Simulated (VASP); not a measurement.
Wanted: the native input for a VASP 6.6.1 run.

* Task: single point
* Functional: PBE
* Potentials or basis: VASP PAW PBE potentials, release 64 (Mg, Si, N)
* Cutoff: 520 eV
* k mesh: 6 × 6 × 4
* Occupations: gaussian, width 0.1 eV
* Spin: no spin polarisation
* Dipole correction: no
* Further INCAR settings: ALGO = Normal; EDIFF = 1e-07; NBANDS = 20

The structure of MgSiN lies in POSCAR:

```
MgSiN
1.0
    3.4350045874      0.0000000000      0.0000000000
    0.0000000000      3.4350045874      0.0000000000
    0.0000000000      0.0000000000      7.6569818288
Mg Si N
2 2 2
Direct
    0.5000000000      0.0000000000      0.1555005585
    0.0000000000      0.5000000000      0.8444994415
    0.5000000000      0.0000000000      0.5274903660
    0.0000000000      0.5000000000      0.4725096340
    0.5000000000      0.5000000000      0.0000000000
    0.0000000000      0.0000000000      0.0000000000
```

The cell was built from a structure type or drawn by symmetry, and may not be a known phase.

These files were run (other wordings do the same):

INCAR

```
PREC = Accurate
ENCUT = 520
EDIFF = 1E-7
ISMEAR = 0
SIGMA = 0.1
LREAL = False
LASPH = True
NELM = 60
ALGO = Normal
ISIF = 2
LWAVE = False
LCHARG = True
GGA = PE
LELF = True
LVHAR = True
NBANDS = 20
```

KPOINTS

```
regular mesh
0
Gamma
  6 6 4
```

Potentials or basis: VASP PAW PBE potentials, release 64 (Mg, Si, N).

The run is started by

```bash
$ cat potpaw_PBE.64/Mg/POTCAR potpaw_PBE.64/Si/POTCAR potpaw_PBE.64/N/POTCAR > POTCAR
$ mpirun -np 1 vasp_std > vasp.out
```

It gave:

| Property | Result |
| --- | --- |
| Pressure | -0.1 GPa |
| Largest force | 0.034 eV/Å |
| Band gap on the k mesh | zero (bands 11 and 12 overlap by 2.24 eV) |

Wall time 78 s on 1 thread of AMD EPYC 7R13, with other jobs on the host, peak memory 0.2 GiB.
